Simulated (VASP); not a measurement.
Write the native input for VASP 6.6.1 that does the following.

```
Task                   : single point
Functional             : PBEsol
Potentials or basis    : VASP PAW PBE potentials, release 64 (V_sv)
Cutoff                 : 520 eV
k mesh                 : 9 × 9 × 9
Occupations            : fermi-dirac, width 0.15 eV
Spin                   : collinear spin, ferromagnetic start
Starting moments       : [1.5] μB
Dipole correction      : no
Further INCAR settings : ALGO = Normal; EDIFF = 1e-06; NBANDS = 16
```

The structure of V lies in POSCAR:

```
V
1.0
   -1.4704410639      1.4489070740      1.5300413976
    1.4038723829     -1.4427573578      1.4573230005
    1.5596918148      1.5320180921     -1.5238816981
V
1
Direct
    0.0000000000      0.0000000000      0.0000000000
```

The input as run:

INCAR

```
SYSTEM = V
PREC     = Accurate       ! precision mode
ENCUT    = 520            ! plane-wave cutoff, eV
EDIFF    = 1E-6           ! SCF threshold, eV
ISMEAR   = -1             ! smearing method
SIGMA    = 0.15           ! smearing width, eV
LREAL    = .False.        ! projectors in reciprocal space
LASPH    = .True.         ! aspherical terms in the spheres
NELM     = 150            ! most SCF steps
ALGO     = Normal         ! electronic algorithm
ISIF     = 2              ! what is computed and relaxed
LWAVE    = .False.        ! write WAVECAR
LCHARG   = .False.        ! write CHGCAR
ISPIN    = 2              ! spin polarisation
MAGMOM   = 1.5            ! initial moments
LORBIT   = 11             ! projections on sites
LMAXMIX  = 4              ! l up to which the mixer works
GGA      = PS             ! functional
NBANDS   = 16             ! bands
```

KPOINTS

```
regular mesh
0
Gamma
  9 9 9
  0 0 0
```

Potentials or basis: VASP PAW PBE potentials, release 64 (V_sv).

The run is started by

```console
$ cat potpaw_PBE.64/V_sv/POTCAR > POTCAR
$ mpirun -np 1 vasp_std > vasp.out
```

Results of the run:

The pressure is -2.5 GPa, the net moment is 0.00 μB per cell and the valence electrons inside the program's atomic spheres are V 11.71.

Caveat: the PAW data sets were made with another functional, which shifts forces and pressure a little.

Run time: 50 s on 1 thread of AMD EPYC 9R45 96-Core Processor (Zen 5) (shared host), peak memory 0.18 GiB.
